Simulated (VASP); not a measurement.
Here is a VASP 6.6.1 calculation.

The input INCAR:

```
PREC = Accurate
ENCUT = 520
EDIFF = 1E-7
ISMEAR = 0
SIGMA = 0.1
LREAL = False
LASPH = True
NELM = 60
ALGO = Normal
ISIF = 2
LWAVE = False
LCHARG = True
GGA = PE
LELF = True
LVHAR = True
NBANDS = 20
```

Contents of KPOINTS:

```
regular mesh
0
Gamma
  6 6 6
```

File POSCAR:

```
Te
1.0
   -4.3466623563      4.3466623563      1.6308232116
    4.3466623563     -4.3466623563      1.6308232116
    4.3466623563      4.3466623563     -1.6308232116
Te
4
Direct
    0.3750000000      0.6250000000      0.7500000000
    0.8750000000      0.6250000000      0.2500000000
    0.3750000000      0.1250000000      0.7500000000
    0.3750000000      0.6250000000      0.2500000000
```

Potentials or basis: VASP PAW PBE potentials, release 64 (Te).

Run with:

```sh
$ cat potpaw_PBE.64/Te/POTCAR > POTCAR
$ mpirun -np 1 vasp_std > vasp.out
```

(1) Estimate the pressure.

(2) Predict the band gap on the k mesh.

## Answers

(1) 0.1 GPa.

(2) zero (band 12 reaches 9.01 eV, above the bottom of band 13 at 5.75 eV).

Caveat: spin-orbit coupling is left out, which moves the levels of the heavy elements.
